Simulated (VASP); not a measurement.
# Si16O31 (a cell with a defect) in VASP: a series of runs

Runs on Si16O31 (a cell with a defect). Level: LDA. Tasks: single point.

Everything below comes from runs of VASP 6.6.1. Logs are shortened: lines on timing, memory, paths and dates and some standing lists are left out, and cuts for length are marked.

## Step 1: The cell of the first run

The cell holds a defect, 47 atoms: a = 8.616 Å, b = 8.616 Å, c = 6.945 Å, α = 88.91°, β = 88.91°, γ = 90.05°.

## Step 2: Single point, LDA, collinear spin

Contents of INCAR:

```
SYSTEM = Si16O31
ALGO     = Normal         ! electronic algorithm
EDIFF    = 1E-6           ! SCF threshold, eV
ENCUT    = 520            ! plane-wave cutoff, eV
GGA_COMPAT= .FALSE.      
ISIF     = 2              ! what is computed and relaxed
ISMEAR   = 0              ! smearing method
ISPIN    = 2              ! spin polarisation
LASPH    = .TRUE.         ! aspherical terms in the spheres
LCHARG   = .FALSE.        ! write CHGCAR
LORBIT   = 11             ! projections on sites
LREAL    = Auto         
LWAVE    = .FALSE.        ! write WAVECAR
MAGMOM   = 0 0 0 0 0 0 0 0 0 0.06 0 0 0 0 0 0 0 0 0 0 0 0 0 0 0 0 0 0 0 0 0 0 0 0 0 0 0 0 0 0 0 0 0 0 0 0.07 0 ! initial moments
NBANDS   = 158            ! bands
NELECT   = 251.0        
NELM     = 200            ! most SCF steps
PREC     = Accurate       ! precision mode
SIGMA    = 0.02           ! smearing width, eV
```

Contents of KPOINTS:

```
k-points
0
G
  1 1 2
  0 0 0
```

Contents of POSCAR:

```
Si16O31
1.0
    0.1638120000      6.0954500000      6.0878850000
    0.1638120000     -6.0954500000      6.0878850000
    6.9450000000      0.0000000000      0.0000000000
Si O
16 31
Direct
    0.1731020739      0.8955128885      0.6415810001
    0.3561658681      0.0761515952      0.0995162292
    0.3250309594      0.6055603707      0.8491658708
    0.1470733307      0.4278463663      0.4009029884
    0.3643348097      0.1800447244      0.5101585457
    0.5708462550      0.3792674544      0.7406342654
    0.1346073250      0.3192509526      0.9858425584
    0.9279300921      0.1143647278      0.7651309721
    0.6881194000      0.4195863139      0.1155260636
    0.8526030664      0.5711539527      0.6124763881
    0.8233758455      0.1199943068      0.3437930380
    0.6488798880      0.9114408146      0.9107364644
    0.8542883364      0.6413732932      0.0491090968
    0.0645245526      0.8876721463      0.2297387695
    0.6379157863      0.8278554955      0.4878476710
    0.4346928571      0.6203172162      0.2605623744
    0.7647349810      0.2731606100      0.2377985957
    0.5025858986     -0.0057675454      0.0071090269
    0.0133062472      0.7397841939      0.1156425844
    0.4871034534      0.7711239934      0.3757536711
    0.5761725208      0.3218557764      0.9624574786
    0.4037991191      0.1744798727      0.2837028023
    0.9116941179      0.1600601942      0.5406087520
    0.0980293115      0.3337662957      0.2130051401
    0.3136851900      0.0105425180      0.5841970642
    0.2354885585      0.9414403750      0.1607549197
    0.1893767930      0.4848525987      0.9050433600
    0.2700025650      0.5622868098      0.3473164885
    0.2710130484      0.1937552578      0.9507960222
    0.0576911647      0.9809367003      0.7906333034
    0.2244420383      0.3018560110      0.5461481734
    0.4501078771      0.5218840380      0.7101297423
    0.2473694445      0.7460423890      0.7374386207
    0.0030566237      0.5046755362      0.5055343959
    0.5151850108      0.2315365517      0.6212322602
    0.9800034002      0.2672473281      0.8781104915
    0.0749332896      0.8484295860      0.4582116747
    0.4081733656      0.6669995392      0.0375692982
    0.5919129081      0.8359880789      0.7133803720
    0.8984398923      0.6416636083     -0.1859894074
    0.7342835530      0.4280913933      0.6436195875
    0.6872052660      0.9960303733      0.4013586470
    0.7679457731      0.0499160952      0.8529066107
    0.7780281070      0.7039083948      0.4726332639
    0.5621682037      0.4859949925      0.2785281916
    0.7201510632      0.7843560029      0.0560419998
    0.9462722916      0.0325617370      0.2036571980
```

Potentials or basis: VASP PAW LDA potentials, release 64 (Si, O).

On the command line:

```
$ cat potpaw_LDA.64/Si/POTCAR potpaw_LDA.64/O/POTCAR > POTCAR
$ mpirun -np 1 vasp_std > vasp.out
```

OUTCAR:

```text
SYSTEM = Si16O31
   EDIFF = 1E-6
   ENCUT = 520
   ISIF = 2
   ISMEAR = 0
   ISPIN = 2
   LASPH = .TRUE.
   LORBIT = 11
   LREAL = Auto
   NELECT = 251.0
   NELM = 200
   PREC = Accurate

 ion  position               nearest neighbor table
   1  0.173  0.896  0.642-  33 1.58  37 1.60  25 1.60  30 1.61   8 2.96  14 3.03   5 3.07
   2  0.356  0.076  0.100-  18 1.58  26 1.60  22 1.61  29 1.62   7 2.94   5 3.01  14 3.10
   3  0.325  0.606  0.849-  33 1.58  27 1.60  38 1.60  32 1.61   6 2.98  16 3.03   7 3.09
   4  0.147  0.428  0.401-  34 1.58  28 1.60  24 1.61  31 1.62   5 2.94   7 3.05  16 3.11
   5  0.364  0.180  0.510-  35 1.59  25 1.60  22 1.60  31 1.62   4 2.94   6 2.98   2 3.01   1 3.07

   6  0.571  0.379  0.741-  41 1.60  35 1.61  21 1.61  32 1.62   9 2.84   3 2.98   5 2.98  10 3.05

   7  0.135  0.319  0.986-  27 1.59  36 1.61  24 1.61  29 1.62   2 2.94   8 2.97   4 3.05   3 3.09

   8  0.928  0.114  0.765-  43 1.59  23 1.61  36 1.61  30 1.61   1 2.96   7 2.97  11 3.08  12 3.11

   9  0.688  0.420  0.116-  17 1.65  45 1.66  21 1.69  13 2.42   6 2.84  16 2.96
  10  0.853  0.571  0.612-  40 1.59  34 1.59  41 1.61  44 1.63  15 3.01   6 3.05  13 3.10
  11  0.823  0.120  0.344-  17 1.59  23 1.62  47 1.62  42 1.63  14 2.99   8 3.08  15 3.12
  12  0.649  0.911  0.911-  18 1.59  46 1.61  39 1.61  43 1.61  15 3.04  13 3.08   8 3.11
  13  0.854  0.641  0.049-  40 1.67  19 1.69  46 1.69   9 2.42  12 3.08  14 3.09  10 3.10
  14  0.065  0.888  0.230-  19 1.58  26 1.61  37 1.62  47 1.62  11 2.99   1 3.03  13 3.09   2 3.10
[... 34 lines left out ...]
  46  0.720  0.784  0.056-  12 1.61  13 1.69
  47  0.946  0.033  0.204-  11 1.62  14 1.62

  LATTYP: Found a base centered monoclinic cell.
 ALAT       =    12.1801770339
 B/A-ratio  =     1.0008803621
 C/A-ratio  =     0.5701887568
 COS(beta)  =    -0.0268981312

  Lattice vectors:

 A1 = (  -0.1638120000,  -6.0954500000,  -6.0878850000)
 A2 = (  -0.1638120000,   6.0954500000,  -6.0878850000)
 A3 = (   6.9450000000,   0.0000000000,   0.0000000000)

Analysis of symmetry for initial positions (statically):
=====================================================================
 Subroutine PRICEL returns:
 Original cell was already a primitive cell.

 Routine SETGRP: Setting up the symmetry group for a
 base centered monoclinic supercell.

 Subroutine GETGRP returns: Found  1 space group operations
 (whereof  1 operations were pure point group operations)
 out of a pool of  4 trial point group operations.

The static configuration has the point symmetry C_1 .

Analysis of symmetry for dynamics (positions and initial velocities):
=====================================================================
 Subroutine PRICEL returns:
 Original cell was already a primitive cell.

 Routine SETGRP: Setting up the symmetry group for a
 base centered monoclinic supercell.

 Subroutine GETGRP returns: Found  1 space group operations
 (whereof  1 operations were pure point group operations)
 out of a pool of  4 trial point group operations.

The dynamic configuration has the point symmetry C_1 .

Analysis of structural, dynamic, and magnetic symmetry:
=====================================================================
 Subroutine PRICEL returns:
 Original cell was already a primitive cell.

 Routine SETGRP: Setting up the symmetry group for a
 base centered monoclinic supercell.

 Subroutine GETGRP returns: Found  1 space group operations
 (whereof  1 operations were pure point group operations)
 out of a pool of  4 trial point group operations.

The overall configuration has the point symmetry C_1 .

 Subroutine INISYM returns: Found  1 space group operations
 (whereof  1 operations are pure point group operations),
 and found     1 'primitive' translations

----------------------------------------------------------------------------------------

                                     Primitive cell

  volume of cell :     515.4357

  direct lattice vectors                    reciprocal lattice vectors
     0.163812000  6.095450000  6.087885000     0.000000000  0.082028398  0.082130329
     0.163812000 -6.095450000  6.087885000     0.000000000 -0.082028398  0.082130329
     6.945000000  0.000000000  0.000000000     0.143988481  0.000000000 -0.003874423

[... 146 lines left out ...]
   LSORBIT =      F    spin-orbit coupling
   LASPH  =      T    aspherical Exc in radial PAW
   ENCUT  =  520.0 eV  38.22 Ry    6.18 a.u.  16.02 16.02 12.91*2*pi/ulx,y,z
   NELM   =    200;   NELMIN=  2; NELMDL= -5     # of ELM steps
   EDIFF  = 0.1E-05   stopping-criterion for ELM
   LREAL  =      T    real-space projection
   EDIFFG = 0.1E-04   stopping-criterion for IOM
   NSW    =      0    number of steps for IOM
   IBRION =     -1    ionic relax: 0-MD 1-quasi-New 2-CG
   NFREE  =      0    steps in history (QN), initial steepest desc. (CG)
   ISIF   =      2    stress and relaxation
   ISYM   =      2    0-nonsym 1-usesym 2-fastsym
   POTIM  = 0.5000    time-step for ionic-motion
   TEBEG  =    0.0;   TEEND  =   0.0 temperature during run
   PSTRESS=    0.0 pullay stress
   NELECT =     251.0000    total number of electrons
   NUPDOWN=      -1.0000    fix difference up-down
   EMIN   =  10.00;   EMAX   =-10.00  energy-range for DOS
   EFERMI =   0.00;   METHOD = LEGACY
   ISMEAR =     0;   SIGMA  =   0.02  broadening in eV -4-tet -1-fermi 0-gaus
   EFERMI_NEDOS =   21; number of points for ismear=-14 and -15
   IALGO  =     38    algorithm
   IMIX   =      4    mixing-type and parameters
     AMIX     =   0.40;   BMIX     =  1.00
     AMIX_MAG =   1.60;   BMIX_MAG =  1.00
  volume/ion in A,a.u.               =      10.97        74.01
  Fermi-wavevector in a.u.,A,eV,Ry     =   1.287976  2.433923 22.570478  1.658883
  Thomas-Fermi vector in A             =   2.419958
   LORBIT       =     11    0 simple, 1 ext, 2 COOP (PROOUT), +10 PAW based schemes
   GGA     = CA    functional components
   LHFCALC =     F    Hartree Fock is set to
   AEXX    =    0.0000 exact exchange contribution
   IVDW    =     0    specifies the selected vdW correction
   LEPSILON=     F    determine dielectric tensor
   LRPA    =     F    only Hartree local field effects (RPA)
 spin polarized calculation
 Gauss-broadening in eV      SIGMA  =   0.02
  energy-cutoff  :      520.00
  volume of cell :      515.44
 maximum number of plane-waves:     13874
   NGX = 33   NGY = 33   NGZ = 25

 number of electron     251.0000027 magnetization       0.9990258

 Free energy of the ion-electron system (eV)
  ---------------------------------------------------
  ext. energy  EPLUGINS =         0.00000000
  ---------------------------------------------------
  free energy    TOTEN  =      -395.78640905 eV

  energy without entropy =     -395.78640905  energy(sigma->0) =     -395.78640905

 E-fermi :   7.7541     XC(G=0): -10.7021

 val. band max:        7.6052799897   @ k =   0.0000   0.0000   0.0000
 cond. band min:       8.2797763016   @ k =  -0.0000  -0.0000   0.5000
 fundamental gap:      0.6744963119
 Fermi energy:         7.7541017887

 spin component 1

 k-point     1 :       0.0000    0.0000    0.0000
  band No.  band energies     occupation
      1     -17.1933      1.00000
      2     -16.5636      1.00000
      3     -16.5108      1.00000
      4     -16.3529      1.00000
      5     -16.3227      1.00000
      6     -16.1948      1.00000
[... 269 lines left out ...]
    136      11.2243      0.00000
    137      11.3393      0.00000
 Fermi energy:         7.7541017887

 spin component 2

 k-point     1 :       0.0000    0.0000    0.0000
  band No.  band energies     occupation
      1     -17.1888      1.00000
      2     -16.5600      1.00000
      3     -16.5054      1.00000
      4     -16.3503      1.00000
      5     -16.3204      1.00000
      6     -16.1911      1.00000
[... 269 lines left out ...]
    136      11.2349      0.00000
    137      11.3682      0.00000
 [bands above 137 left out]

------------------------ aborting loop because EDIFF is reached ----------------------------------------

  FORCE on cell =-STRESS in cart. coord.  units (eV):
  Direction    XX          YY          ZZ          XY          YZ          ZX
  --------------------------------------------------------------------------------------
  -------------------------------------------------------------------------------------
  Total       20.3363204     19.1261420     21.6309162     -3.2388468      3.4708435      4.4904381
  in kB       63.2133052     59.4515936     67.2374197    -10.0676135     10.7887506     13.9580528
  external PRESSURE =      63.3007728 kB  Pullay stress =       0.0000000 kB

 VOLUME and BASIS-vectors are now :
 -----------------------------------------------------------------------------
  energy-cutoff  :      520.00
  volume of cell :      515.44
      direct lattice vectors                 reciprocal lattice vectors
     0.163812000  6.095450000  6.087885000     0.000000000  0.082028398  0.082130329
     0.163812000 -6.095450000  6.087885000     0.000000000 -0.082028398  0.082130329
     6.945000000  0.000000000  0.000000000     0.143988481  0.000000000 -0.003874423

 POSITION                                       TOTAL-FORCE (eV/Angst)
 -----------------------------------------------------------------------------------
      4.63083     -4.40342      6.50561         0.035707      0.074131     -0.026586
      0.76196      1.70681      2.63190        -0.035725      0.070078      0.033015
      6.04990     -1.70995      5.66533        -0.039105     -0.073582      0.021890
      2.87845     -1.71144      3.50004         0.035621     -0.065613     -0.016854
      3.63223      1.12333      3.31412         0.023237      0.054901      0.016894
      5.29935      1.16776      5.78418        -0.066681      0.034022     -0.019336
[... 39 lines left out ...]
      0.63567     -0.39136      9.15927         0.030242      0.032436     -0.012068
      1.57474      5.56948      5.95903        -0.027467      0.010890      0.006591
 -----------------------------------------------------------------------------------
    total drift:                                0.022332     -0.010226      0.016880

  FREE ENERGIE OF THE ION-ELECTRON SYSTEM (eV)
  ---------------------------------------------------
  free  energy   TOTEN  =      -395.7864090532 eV

  energy  without entropy=     -395.7864090532  energy(sigma->0) =     -395.78640905

 total charge

# of ion       s       p       d       tot
------------------------------------------
    1        0.661   1.057   0.000   1.719
    2        0.659   1.049   0.000   1.708
    3        0.659   1.053   0.000   1.713
    4        0.657   1.045   0.000   1.702
    5        0.667   1.058   0.000   1.725
    6        0.667   1.044   0.000   1.710
[... 39 lines left out ...]
   46        1.542   3.653   0.000   5.194
   47        1.544   3.681   0.000   5.225
--------------------------------------------------
tot         58.478 130.866   0.000 189.344

 magnetization (x)

# of ion       s       p       d       tot
------------------------------------------
    1       -0.000   0.000   0.000  -0.000
    2        0.000   0.001   0.000   0.001
    3       -0.000  -0.000   0.000  -0.000
    4       -0.000  -0.000   0.000  -0.000
    5        0.000   0.000   0.000   0.000
    6       -0.001  -0.001   0.000  -0.001
[... 39 lines left out ...]
   46       -0.000   0.007   0.000   0.007
   47        0.000   0.000   0.000   0.000
--------------------------------------------------
tot          0.127   0.282   0.000   0.409
```

It took 9.3 min on 1 thread of Oxide Virtual Turin-like, shared host; peak memory 0.5 GiB.

Results:

| Item | Value |
| --- | --- |
| Free energy | -395.7864 eV |
| Largest force | 0.095 eV/Å |
| Net moment | 1.00 μB per cell |
| Site moments | Si -0.00, +0.00, +0.10, +0.13, +0.01 (each value once); O +0.00, +0.04, -0.00, +0.07, +0.01 (each value once) μB |
| Valence electrons inside the program's atomic spheres | Si 1.72, 1.71, 1.70, 1.73, 1.62, 1.68, 1.60, 1.69 (each value once); O 5.22, 5.27, 5.21, 5.24, 5.18, 5.23, 5.25, 5.26, 5.28, 5.19 (each value once) |

Forces on the atoms (eV/Å):
```
Si   0.036  0.074 -0.027
Si  -0.036  0.070  0.033
Si  -0.039 -0.074  0.022
Si   0.036 -0.066 -0.017
Si   0.023  0.055  0.017
Si  -0.067  0.034 -0.019
Si  -0.026 -0.044 -0.015
Si   0.028 -0.047  0.006
Si   0.026  0.057  0.072
Si  -0.064  0.056  0.025
Si  -0.024 -0.060  0.015
Si   0.036 -0.071 -0.009
Si   0.053  0.045 -0.035
Si  -0.014  0.031  0.002
Si  -0.032 -0.055 -0.012
Si   0.026 -0.069  0.023
O   -0.020 -0.032  0.022
O   -0.003  0.010  0.005
O   -0.022  0.026 -0.042
O   -0.002 -0.012 -0.001
O    0.038  0.001 -0.060
O   -0.007 -0.016  0.014
O   -0.004  0.007  0.005
O    0.005  0.001 -0.008
O   -0.007  0.003 -0.003
O    0.010 -0.003 -0.006
O    0.006  0.003  0.011
O   -0.005  0.004  0.000
O   -0.029  0.008  0.007
O    0.026  0.004 -0.005
O    0.030 -0.003 -0.002
O   -0.022  0.007  0.005
O   -0.002 -0.001 -0.002
O    0.000 -0.009 -0.003
O    0.006  0.015  0.003
O    0.000 -0.030 -0.001
O   -0.007 -0.016 -0.020
O    0.002  0.008  0.014
O    0.010  0.002 -0.016
O    0.032 -0.013  0.008
O   -0.002  0.009  0.001
O    0.004 -0.001  0.002
O   -0.002  0.000 -0.005
O   -0.024  0.017  0.006
O    0.025  0.029 -0.006
O    0.030  0.032 -0.012
O   -0.027  0.011  0.007
```

Caveat: the k points lie up to 0.73 Å⁻¹ apart; the cell carries a net charge on a neutralising background, which shifts energy and pressure; the cell is charged against a uniform background, so pressure and absolute levels hang on convention.

(Part 1 of 2 ends here.)
